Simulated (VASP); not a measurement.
Sb2Pt:

```
Sb Pt
1.0
     0.00000    3.20967    3.20967
     3.20967    0.00000    3.20967
     3.20967    3.20967    0.00000
Sb Pt
2 1
Direct
  0.25000 0.25000 0.25000
  0.75000 0.75000 0.75000
  0.00000 0.00000 0.00000
```

| Item | Value |
| --- | --- |
| Program | VASP 6.6.1 |
| Task | relaxation of cell and atoms |
| Functional | r2SCAN |
| Potentials or basis | VASP PAW PBE potentials, release 64 (Sb, Pt) |
| Cutoff | 600 eV |
| k mesh | 6 × 6 × 6 |
| Occupations | gaussian, width 0.1 eV |
| Spin | no spin polarisation |

At the start: pressure 10.7 GPa; volume 22.04 Å³/atom.

Task: Where does the relaxation end?

Result: Over 4 steps the energy falls by 56.7 meV/atom and the volume is 23.91 Å³/atom (+8.5 %); space group Fm-3m (No. 225, to 0.1 Å) before and after.

Step by step:
```
step  energy change (eV)  largest force (eV/Å)  pressure (GPa)  volume (Å³)
   1              0.0000                0.0000           10.69        66.13
   2              0.1569                0.0000           -9.75        81.23
   3             -0.1700                0.0000           -0.31        71.91
   4             -0.1702                0.0000           -0.05        71.73
```

Final structure:
```yaml
crystal:
  lattice:
    - [0.00000, 3.29778, 3.29778]
    - [3.29778, 0.00000, 3.29778]
    - [3.29778, 3.29778, 0.00000]
  atoms:
    - { symbol: Sb, position: [0.25000, 0.25000, 0.25000] }
    - { symbol: Sb, position: [0.75000, 0.75000, 0.75000] }
    - { symbol: Pt, position: [0.00000, 0.00000, 0.00000] }
```

Caveat: the PAW data sets were made with another functional, which shifts forces and pressure a little.
